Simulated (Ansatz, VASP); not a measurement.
Given: the input of a run of VASP 6.6.1 on HfO2.

Contents of INCAR:

```
SYSTEM = HfO2
PREC     = Accurate       ! precision mode
ENCUT    = 520            ! plane-wave cutoff, eV
EDIFF    = 1E-7           ! SCF threshold, eV
ISMEAR   = -1             ! smearing method
SIGMA    = 0.05           ! smearing width, eV
LREAL    = .False.        ! projectors in reciprocal space
LASPH    = .True.         ! aspherical terms in the spheres
NELM     = 100            ! most SCF steps
ALGO     = Normal         ! electronic algorithm
ISIF     = 2              ! what is computed and relaxed
LWAVE    = .False.        ! write WAVECAR
LCHARG   = .False.        ! write CHGCAR
GGA      = PS             ! functional
IVDW     = 13             ! dispersion correction
NBANDS   = 56             ! bands
```

KPOINTS

```
Automatic mesh
0
Gamma
  5 5 5
  0 0 0
```

The input POSCAR:

```
HfO2
1.0
    5.1180000000      0.0000000000      0.0000000000
    0.0000000000      5.1857000000      0.0000000000
   -0.8586630598      0.0000000000      5.2138671406
Hf O
4 8
Direct
    0.2755000000      0.4603000000      0.7080000000
    0.7245000000      0.9603000000      0.7920000000
    0.7245000000      0.5397000000      0.2920000000
    0.2755000000      0.0397000000      0.2080000000
    0.0742000000      0.1684000000      0.8467000000
    0.9258000000      0.6684000000      0.6533000000
    0.9258000000      0.8316000000      0.1533000000
    0.0742000000      0.3316000000      0.3467000000
    0.4487000000      0.7419000000      0.9801000000
    0.5513000000      0.2419000000      0.5199000000
    0.5513000000      0.2581000000      0.0199000000
    0.4487000000      0.7581000000      0.4801000000
```

Potentials or basis: VASP PAW PBE potentials, release 64 (Hf_pv, O).

Launch:

```bash
$ cat potpaw_PBE.64/Hf_pv/POTCAR potpaw_PBE.64/O/POTCAR > POTCAR
$ mpirun -np 1 vasp_std > vasp.out
```

Question: Set up the same calculation for Ansatz 0.2.0. Potentials there: Ansatz PAW.

Answer: As run (the cutoff follows the program's own potentials):

File input.yaml:

```yaml
crystal:
  lattice:
    - [5.118, 0.0, 0.0]
    - [0.0, 5.1857, 0.0]
    - [-0.8586630598, 0.0, 5.2138671406]
  atoms:
    - { symbol: Hf, position: [0.2755, 0.4603, 0.708] }
    - { symbol: Hf, position: [0.7245, 0.9603, 0.792] }
    - { symbol: Hf, position: [0.7245, 0.5397, 0.292] }
    - { symbol: Hf, position: [0.2755, 0.0397, 0.208] }
    - { symbol: O, position: [0.0742, 0.1684, 0.8467] }
    - { symbol: O, position: [0.9258, 0.6684, 0.6533] }
    - { symbol: O, position: [0.9258, 0.8316, 0.1533] }
    - { symbol: O, position: [0.0742, 0.3316, 0.3467] }
    - { symbol: O, position: [0.4487, 0.7419, 0.9801] }
    - { symbol: O, position: [0.5513, 0.2419, 0.5199] }
    - { symbol: O, position: [0.5513, 0.2581, 0.0199] }
    - { symbol: O, position: [0.4487, 0.7581, 0.4801] }
hamiltonian:
  xc: pbesol
  pseudopotentials: { kind: paw }
  dispersion: d4
kpoints:
  mp_grid: { grid: [5, 5, 5] }
scf:
  occupations: { method: fermi_dirac, width: 0.05 }
output:
  forces: true
  stress: true
  eigenvalues: true
```

Potentials or basis: Ansatz PAW.

The run is started by

```bash
$ ansatz run input.yaml --threads 2 --pin off --max-ram 5120MiB --backend cpu --events-out ev --progress --plain --runs-dir out
```

Both were run:

|  | VASP | Ansatz | Ansatz less VASP |
| --- | --- | --- | --- |
| gap on the k mesh at the Fermi level (eV) | 4.06 | 4.10 | +0.036 |
| least direct gap on the mesh (eV) | 4.13 | 4.16 | +0.033 |
| pressure (GPa) | -6.3 | -3.3 | +2.99 |
| traceless stress, the component that is largest in VASP (GPa) | -0.66 | -0.63 | +0.026 |
| rms of the force components (eV/Å) | 0.156 | 0.166 | +0.0098 |

VASP's potentials were made for PBE, not for PBEsol. Atom by atom the forces differ by 0.031 eV/Å (rms over components). VASP's potentials hold 88 valence electrons a cell and Ansatz's 152, so a difference there can come from the potentials and not from the codes.

Spin-orbit coupling is off throughout. Noted on Ansatz's run: odd divisions of the mesh miss points on the zone boundary, where band edges often lie, so the gap on the mesh can be too wide.
